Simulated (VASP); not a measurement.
Input of a VASP 6.6.1 run:

File INCAR:

```
PREC = Accurate
ENCUT = 520
EDIFF = 1E-7
ISMEAR = 0
SIGMA = 0.05
LREAL = False
LASPH = True
NELM = 100
ALGO = Normal
ISIF = 2
LWAVE = False
LCHARG = False
NBANDS = 20
```

File KPOINTS:

```
regular mesh
0
Gamma
  9 9 9
```

POSCAR

```
ScHO2
1.0
    1.4812164057      0.8551806906      5.3969578629
   -1.4812164057      0.8551806906      5.3969578629
    0.0000000000     -1.7103613812      5.3969578629
Sc H O
1 1 2
Direct
    0.0000000000      0.0000000000      0.0000000000
    0.5000000000      0.5000000000      0.5000000000
    0.5897010000      0.5897010000      0.5897010000
    0.4102990000      0.4102990000      0.4102990000
```

Potentials or basis: VASP PAW LDA potentials, release 64 (Sc_sv, H, O).

The run is started by

```sh
$ cat potpaw_LDA.64/Sc_sv/POTCAR potpaw_LDA.64/H/POTCAR potpaw_LDA.64/O/POTCAR > POTCAR
$ mpirun -np 1 vasp_std > vasp.out
```

Predict the band gap on the k mesh.

2.72 eV (least direct gap 3.01 eV).

Estimate the largest force.

0.440 eV/Å.

Estimate the pressure.

-10.0 GPa.

Forces in eV/Å, atoms in the order of the input:
```
Sc   0.000  0.000  0.000
H    0.000  0.000  0.000
O    0.000  0.000 -0.440
O    0.000  0.000  0.440
```

Caveat: the stress differs along the axes, from -58 to 14 GPa. A k mesh can miss the band edges.
